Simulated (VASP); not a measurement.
# K2S (Fm-3m) in VASP: single point with HSE06

Aim: the single point of K2S with HSE06.

Program: VASP 6.6.1. These are calculated values, not measurements. Logs are shortened: lines on timing, memory, paths and dates and some standing lists are left out, and cuts for length are marked.

## Step 1: The cell of the first run

Symmetry: Fm-3m, No. 225, cubic system. Conventional cell: a = 7.624 Å, b = 7.624 Å, c = 7.624 Å, α = 90.00°, β = 90.00°, γ = 90.00°. Within 4.3 Å of K (site symmetry -43m) lie 4 S at 3.30 Å and 6 K at 3.81 Å. Within 4.3 Å of S (site symmetry m-3m) lie 8 K at 3.30 Å.

## Step 2: Single point, HSE06 (strain +3.0%)

The input, POSCAR:

```
K2S
1.0
    0.0000000000      3.8119488923      3.8119488923
    3.8119488923      0.0000000000      3.8119488923
    3.8119488923      3.8119488923      0.0000000000
K S
2 1
Direct
    0.2500000000      0.2500000000      0.2500000000
    0.7500000000      0.7500000000      0.7500000000
    0.0000000000      0.0000000000      0.0000000000
```

The input, INCAR.step1:

```
  PREC = Accurate
  ENCUT = 400
  EDIFF = 1E-5
  ISMEAR = 0
  SIGMA = 0.01
  LREAL = F
  LASPH = T
  NELM = 120
  ALGO = Normal
  ISIF = 2
  LWAVE = T
  NBANDS = 19
  GGA = PE
  GGA_COMPAT = F
```

The input, INCAR.step2:

```
  PREC = Accurate
  ENCUT = 400
  EDIFF = 1E-6
  ISMEAR = 0
  SIGMA = 0.01
  LREAL = F
  LASPH = T
  NELM = 120
  ALGO = Normal
  ISIF = 2
  LWAVE = F
  LCHARG = T
  GGA = PE
  LHFCALC = T
  HFSCREEN = 0.2079
  PRECFOCK = Normal
  LELF = T
  LVHAR = T
  NBANDS = 19
  ISTART = 1
  GGA_COMPAT = F
```

The input, KPOINTS:

```
regular mesh
0
Gamma
  4 4 4
```

Potentials or basis: VASP PAW PBE potentials, release 64 (K_sv, S).

The run is started by

```bash
$ cat potpaw_PBE.64/K_sv/POTCAR potpaw_PBE.64/S/POTCAR > POTCAR
$ cp INCAR.step1 INCAR
$ mpirun -np 1 vasp_std > vasp.out
$ cp INCAR.step2 INCAR
$ mpirun -np 1 vasp_std > vasp.out
```

OUTCAR:

```text
PREC = Accurate
   ENCUT = 400
   EDIFF = 1E-6
   ISMEAR = 0
   LREAL = F
   LASPH = T
   NELM = 120
   ISIF = 2
   GGA = PE
   LHFCALC = T
   HFSCREEN = 0.2079
   PRECFOCK = Normal
   ISTART = 1

 ion  position               nearest neighbor table
   1  0.250  0.250  0.250-   3 3.30   3 3.30   3 3.30   3 3.30
   2  0.750  0.750  0.750-   3 3.30   3 3.30   3 3.30   3 3.30
   3  0.000  0.000  0.000-   2 3.30   2 3.30   2 3.30   1 3.30   2 3.30   1 3.30   1 3.30   1 3.30

  LATTYP: Found a face centered cubic cell.
 ALAT       =     7.6238977846

  Lattice vectors:

 A1 = (   0.0000000000,   3.8119488923,   3.8119488923)
 A2 = (   3.8119488923,   0.0000000000,   3.8119488923)
 A3 = (   3.8119488923,   3.8119488923,   0.0000000000)

Analysis of symmetry for initial positions (statically):
=====================================================================
 Subroutine PRICEL returns:
 Original cell was already a primitive cell.

 Routine SETGRP: Setting up the symmetry group for a
 face centered cubic supercell.

 Subroutine GETGRP returns: Found 48 space group operations
 (whereof 48 operations were pure point group operations)
 out of a pool of 48 trial point group operations.

The static configuration has the point symmetry O_h .

Analysis of symmetry for dynamics (positions and initial velocities):
=====================================================================
 Subroutine PRICEL returns:
 Original cell was already a primitive cell.

 Routine SETGRP: Setting up the symmetry group for a
 face centered cubic supercell.

 Subroutine GETGRP returns: Found 48 space group operations
 (whereof 48 operations were pure point group operations)
 out of a pool of 48 trial point group operations.

The dynamic configuration has the point symmetry O_h .

 Subroutine INISYM returns: Found 48 space group operations
 (whereof 48 operations are pure point group operations),
 and found     1 'primitive' translations

----------------------------------------------------------------------------------------

                                     Primitive cell

  volume of cell :     110.7825

  direct lattice vectors                    reciprocal lattice vectors
     0.000000000  3.811948892  3.811948892    -0.131166501  0.131166501  0.131166501
     3.811948892  0.000000000  3.811948892     0.131166501 -0.131166501  0.131166501
     3.811948892  3.811948892  0.000000000     0.131166501  0.131166501 -0.131166501

  length of vectors
     5.390909823  5.390909823  5.390909823     0.227187045  0.227187045  0.227187045

  position of ions in fractional coordinates (direct lattice)
     0.250000000  0.250000000  0.250000000
     0.750000000  0.750000000  0.750000000
     0.000000000  0.000000000  0.000000000

  ion indices of the primitive-cell ions
   primitive index   ion index
                 1           1
                 2           2
                 3           3

----------------------------------------------------------------------------------------

 KPOINTS: regular mesh

Automatic generation of k-mesh.
 Grid dimensions read from file:
 generate k-points for:    4    4    4

 Generating k-lattice:

  Cartesian coordinates                     Fractional coordinates (reciprocal lattice)
    -0.032791625  0.032791625  0.032791625     0.250000000  0.000000000  0.000000000
     0.032791625 -0.032791625  0.032791625     0.000000000  0.250000000  0.000000000
     0.032791625  0.032791625 -0.032791625     0.000000000  0.000000000  0.250000000

  Length of vectors
     0.056796761  0.056796761  0.056796761

  Shift w.r.t. Gamma in fractional coordinates (k-lattice)
     0.000000000  0.000000000  0.000000000

 Subroutine IBZKPT returns following result:
 ===========================================

 Found      8 irreducible k-points:

 Following reciprocal coordinates:
            Coordinates               Weight
  0.000000  0.000000  0.000000      1.000000
  0.250000  0.000000  0.000000      8.000000
  0.500000  0.000000  0.000000      4.000000
  0.250000  0.250000  0.000000      6.000000
  0.500000  0.250000  0.000000     24.000000
 -0.250000  0.250000  0.000000     12.000000
  0.500000  0.500000  0.000000      3.000000
 -0.250000  0.500000  0.250000      6.000000
   k-points           NKPTS =      8   k-points in BZ     NKDIM =     64   number of bands    NBANDS=     19
   number of dos      NEDOS =    301   number of ions     NIONS =      3
   total plane-waves  NPLWV =  46656
   dimension x,y,z NGX =    36 NGY =   36 NGZ =   36
   dimension x,y,z NGXF=    72 NGYF=   72 NGZF=   72
   ions per type =               2   1
   NGX,Y,Z   is equivalent  to a cutoff of  11.10, 11.10, 11.10 a.u.
   NGXF,Y,Z  is equivalent  to a cutoff of  22.20, 22.20, 22.20 a.u.
 SYSTEM =  unknown system
   PREC   = accura    normal or accurate (medium, high low for compatibility)
   ISTART =      1    job   : 0-new  1-cont  2-samecut
   ICHARG =      0    charge: 1-file 2-atom 10-const
   ISPIN  =      1    spin polarized calculation?
   LNONCOLLINEAR =      F non collinear calculations
   LSORBIT =      F    spin-orbit coupling
   LASPH  =      T    aspherical Exc in radial PAW
   ENCUT  =  400.0 eV  29.40 Ry    5.42 a.u.   8.79  8.79  8.79*2*pi/ulx,y,z
   NELM   =    120;   NELMIN=  2; NELMDL=  0     # of ELM steps
   EDIFF  = 0.1E-05   stopping-criterion for ELM
   LREAL  =      F    real-space projection
   EDIFFG = 0.1E-04   stopping-criterion for IOM
   NSW    =      0    number of steps for IOM
   IBRION =     -1    ionic relax: 0-MD 1-quasi-New 2-CG
   NFREE  =      0    steps in history (QN), initial steepest desc. (CG)
   ISIF   =      2    stress and relaxation
   ISYM   =      3    0-nonsym 1-usesym 2-fastsym
   POTIM  = 0.5000    time-step for ionic-motion
   TEBEG  =    0.0;   TEEND  =   0.0 temperature during run
   PSTRESS=    0.0 pullay stress
   NELECT =      24.0000    total number of electrons
   NUPDOWN=      -1.0000    fix difference up-down
   EMIN   =  10.00;   EMAX   =-10.00  energy-range for DOS
   EFERMI =   0.00;   METHOD = LEGACY
   ISMEAR =     0;   SIGMA  =   0.01  broadening in eV -4-tet -1-fermi 0-gaus
   EFERMI_NEDOS =   21; number of points for ismear=-14 and -15
   IALGO  =     38    algorithm
   IMIX   =      1    mixing-type and parameters
     AMIX     =   0.40;   BMIX     =  1.00
     AMIX_MAG =   1.60;   BMIX_MAG =  1.00
  volume/ion in A,a.u.               =      36.93       249.20
  Fermi-wavevector in a.u.,A,eV,Ry     =   0.983229  1.858034 13.153296  0.966740
  Thomas-Fermi vector in A             =   2.114372
   LORBIT       =      0    0 simple, 1 ext, 2 COOP (PROOUT), +10 PAW based schemes
   GGA     = PE    functional components
   LHFCALC =     T    Hartree Fock is set to
   PRECFOCK=normal    Normal, Fast or Accurate (Low or Medium for compatibility)
   ENCUT4O =  -1.0   cutoff for four orbital integrals eV
   NKREDX  =     1    reduce k-point grid by
   NKREDY  =     1    reduce k-point grid by
   NKREDZ  =     1    reduce k-point grid by
   AEXX    =    0.2500 exact exchange contribution
   HFSCREEN=    0.2079 screening length (either q_TF or 0.3 A-1)
   HFSCREENC=   0.2079 screening length for correlation (either q_TF or 0.3 A-1)
   ENCUTFOCK=  -1.0 apply spherical cutoff to Coloumb kernel
   IVDW    =     0    specifies the selected vdW correction
   LEPSILON=     F    determine dielectric tensor
   LRPA    =     F    only Hartree local field effects (RPA)
 non-spin polarized calculation
 Gauss-broadening in eV      SIGMA  =   0.01
  energy-cutoff  :      400.00
  volume of cell :      110.78
 maximum number of plane-waves:      2044
  NGX = 28; NGY = 28; NGZ = 28

 number of electron      24.0000002 magnetization

 Free energy of the ion-electron system (eV)
  ---------------------------------------------------
  ext. energy  EPLUGINS =         0.00000000
  ---------------------------------------------------
  free energy    TOTEN  =       -10.81133365 eV

  energy without entropy =      -10.81133365  energy(sigma->0) =      -10.81133365

 E-fermi :  -1.1625     XC(G=0):  -5.9014

 val. band max:       -1.2910647803   @ k =   0.5000   0.5000   0.0000
 cond. band min:       1.7726461543   @ k =   0.0000   0.0000   0.0000
 fundamental gap:      3.0637109345
 Fermi energy:        -1.1624728182

 k-point     1 :       0.0000    0.0000    0.0000
  band No.  band energies     occupation
      1     -33.0638      2.00000
      2     -33.0043      2.00000
      3     -15.2738      2.00000
      4     -15.2738      2.00000
      5     -15.2738      2.00000
      6     -15.0861      2.00000
[... 11 lines left out ...]
     18       7.1263      0.00000
     19       7.8157      0.00000

 k-point     2 :       0.2500    0.0000    0.0000
  band No.  band energies     occupation
      1     -33.0547      2.00000
      2     -33.0127      2.00000
      3     -15.2650      2.00000
      4     -15.2494      2.00000
      5     -15.2494      2.00000
      6     -15.1481      2.00000
[... 11 lines left out ...]
     18       7.4698      0.00000
     19       7.4698      0.00000

 k-point     3 :       0.5000    0.0000    0.0000
  band No.  band energies     occupation
      1     -33.0334      2.00000
      2     -33.0333      2.00000
      3     -15.2629      2.00000
      4     -15.2002      2.00000
      5     -15.1904      2.00000
      6     -15.1904      2.00000
[... 11 lines left out ...]
     18       7.4627      0.00000
     19       7.5468      0.00000

 k-point     4 :       0.2500    0.2500    0.0000
  band No.  band energies     occupation
      1     -33.0534      2.00000
      2     -33.0138      2.00000
      3     -15.2983      2.00000
      4     -15.2983      2.00000
      5     -15.2646      2.00000
      6     -15.1553      2.00000
[... 11 lines left out ...]
     18       7.1712      0.00000
     19       7.3841      0.00000

 k-point     5 :       0.5000    0.2500    0.0000
  band No.  band energies     occupation
      1     -33.0402      2.00000
      2     -33.0262      2.00000
      3     -15.3684      2.00000
      4     -15.2902      2.00000
      5     -15.2816      2.00000
      6     -15.1032      2.00000
[... 11 lines left out ...]
     18       6.9519      0.00000
     19       7.8294      0.00000

 k-point     6 :      -0.2500    0.2500    0.0000
  band No.  band energies     occupation
      1     -33.0432      2.00000
      2     -33.0234      2.00000
      3     -15.3469      2.00000
      4     -15.2426      2.00000
      5     -15.2050      2.00000
      6     -15.1810      2.00000
[... 11 lines left out ...]
     18       6.9588      0.00000
     19       7.8572      0.00000

 k-point     7 :       0.5000    0.5000    0.0000
  band No.  band energies     occupation
      1     -33.0430      2.00000
      2     -33.0232      2.00000
      3     -15.4309      2.00000
      4     -15.3224      2.00000
      5     -15.3224      2.00000
      6     -15.0574      2.00000
[... 11 lines left out ...]
     18       7.2002      0.00000
     19       7.2384      0.00000

 k-point     8 :      -0.2500    0.5000    0.2500
  band No.  band energies     occupation
      1     -33.0331      2.00000
      2     -33.0331      2.00000
      3     -15.4122      2.00000
      4     -15.3419      2.00000
      5     -15.1920      2.00000
      6     -15.1920      2.00000
[... 11 lines left out ...]
     18       7.0282      0.00000
     19       7.3572      0.00000

------------------------ aborting loop because EDIFF is reached ----------------------------------------

  FORCE on cell =-STRESS in cart. coord.  units (eV):
  Direction    XX          YY          ZZ          XY          YZ          ZX
  --------------------------------------------------------------------------------------
  -------------------------------------------------------------------------------------
  Total       -0.8897572     -0.8897572     -0.8897572      0.0000000      0.0000000      0.0000000
  in kB      -12.8679953    -12.8679953    -12.8679953      0.0000000      0.0000000      0.0000000
  external PRESSURE =     -12.8679953 kB  Pullay stress =       0.0000000 kB

 VOLUME and BASIS-vectors are now :
 -----------------------------------------------------------------------------
  energy-cutoff  :      400.00
  volume of cell :      110.78
      direct lattice vectors                 reciprocal lattice vectors
     0.000000000  3.811948892  3.811948892    -0.131166501  0.131166501  0.131166501
     3.811948892  0.000000000  3.811948892     0.131166501 -0.131166501  0.131166501
     3.811948892  3.811948892  0.000000000     0.131166501  0.131166501 -0.131166501

 POSITION                                       TOTAL-FORCE (eV/Angst)
 -----------------------------------------------------------------------------------
      1.90597      1.90597      1.90597        -0.000000      0.000000     -0.000000
      5.71792      5.71792      5.71792         0.000000      0.000000      0.000000
      0.00000      0.00000      0.00000         0.000000     -0.000000     -0.000000
 -----------------------------------------------------------------------------------
    total drift:                                0.000000      0.000000      0.000000

  FREE ENERGIE OF THE ION-ELECTRON SYSTEM (eV)
  ---------------------------------------------------
  free  energy   TOTEN  =       -10.8113336507 eV

  energy  without entropy=      -10.8113336507  energy(sigma->0) =      -10.81133365
```

Wall time 33 min (1 thread of Intel Xeon Platinum 8375C at 2.90GHz (Ice Lake), shared host); peak memory 0.32 GiB.

Results:

- Free energy: -10.8113 eV
- Pressure: -1.3 GPa
- Band gap on the k mesh: 3.06 eV (least direct gap 3.17 eV)

Levels at points of the mesh, in eV from the valence-band top:
| k point | band 8 | band 9 | band 10 | band 11 | band 12 | band 13 | band 14 | band 15 | band 16 | band 17 |
| --- | --- | --- | --- | --- | --- | --- | --- | --- | --- | --- |
| (0.00, 0.00, 0.00) | -13.79 | -10.54 | -0.11 | -0.11 | -0.11 | 3.06 | 6.63 | 6.63 | 8.42 | 8.42 |
| (0.50, 0.00, 0.00) | -13.89 | -10.38 | -0.58 | -0.03 | -0.03 | 5.51 | 5.64 | 6.77 | 6.77 | 8.75 |
| (0.50, 0.50, 0.00) | -13.74 | -10.34 | -0.67 | 0.00 | 0.00 | 4.37 | 6.23 | 7.32 | 7.84 | 8.49 |

Caveat: the cell differs from its parent crystal (strain +3.0%); the PAW data sets were made with another functional, which shifts forces and pressure a little. A k mesh can miss the band edges.
